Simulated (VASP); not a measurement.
**Ag: single point with PBEsol**

Crystal: Ag.

```
Ag
1.0
    -1.66709    1.66709    1.51057
     1.66709   -1.66709    1.51057
     1.66709    1.66709   -1.51057
Ag
1
Direct
  0.50000 0.50000 0.00000
```

```yaml
Program: VASP 6.6.1
Task: single point
Functional: PBEsol
Potentials_or_basis: VASP PAW PBE potentials, release 64 (Ag)
Cutoff: 520 eV
k_mesh: 24 × 24 × 24
Occupations: gaussian, width 0.1 eV
Spin: no spin polarisation
```

The pressure is -0.2 GPa.

Levels at points of the mesh, in eV from the Fermi level:
```tsv
k point	band 3	band 4	band 5	band 6	band 7	band 8	band 9	band 10
(0.00, 0.00, 0.00)	-4.75	-4.75	-3.93	-3.35	17.32	17.32	19.33	23.81
(0.50, 0.00, 0.00)	-3.66	-3.15	-2.54	0.06	4.62	12.89	13.85	19.72
(0.50, 0.50, 0.00)	-4.04	-3.60	-2.60	-0.56	3.58	14.47	16.24	21.42
(0.50, 0.50, 0.50)	-2.83	-2.83	-2.69	5.94	5.94	8.95	12.08	12.76
```

Wall time 2.7 min on 1 thread of Intel(R) Xeon(R) Platinum 8259CL CPU @ 2.50GHz (Skylake/Cascade Lake), with other jobs on the host, peak memory 0.31 GiB.

Caveat: the PAW data sets were made with another functional, which shifts forces and pressure a little.
